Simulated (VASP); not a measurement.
Here is a VASP 6.6.1 calculation.

The input INCAR:

```
ALGO = Normal
EDIFF = 1E-7
ENCUT = 520
GGA = PE
ISIF = 2
ISMEAR = -1
LASPH = T
LCHARG = F
LREAL = F
LWAVE = F
NBANDS = 16
NELM = 80
PREC = Accurate
SIGMA = 0.05
```

Contents of KPOINTS:

```
k-points
0
Gamma
  12 12 8
```

Contents of POSCAR:

```
Te
1.0
    4.5302708278      0.0000000000      0.0000000000
   -2.2651354139      3.9233296229      0.0000000000
    0.0000000000      0.0000000000      5.9374277250
Te
3
Direct
    0.2684005468      1.0000000000      0.3333333333
    0.0000000000      0.2684005468      0.6666666667
    0.7315994532      0.7315994532      0.0000000000
```

Potentials or basis: VASP PAW PBE potentials, release 64 (Te).

Launch:

```console
$ cat potpaw_PBE.64/Te/POTCAR > POTCAR
$ mpirun -np 1 vasp_std > vasp.out
```

Task: Estimate the band gap on the k mesh.

Result: 0.24 eV.

Task: Predict the pressure.

Result: 0.0 GPa.

Stress tensor (GPa, compression positive):
```
-0.07  0.00  0.00
 0.00 -0.07  0.00
 0.00  0.00  0.06
```

Caveat: spin-orbit coupling is left out, which moves the levels of the heavy elements. A k mesh can miss the band edges.
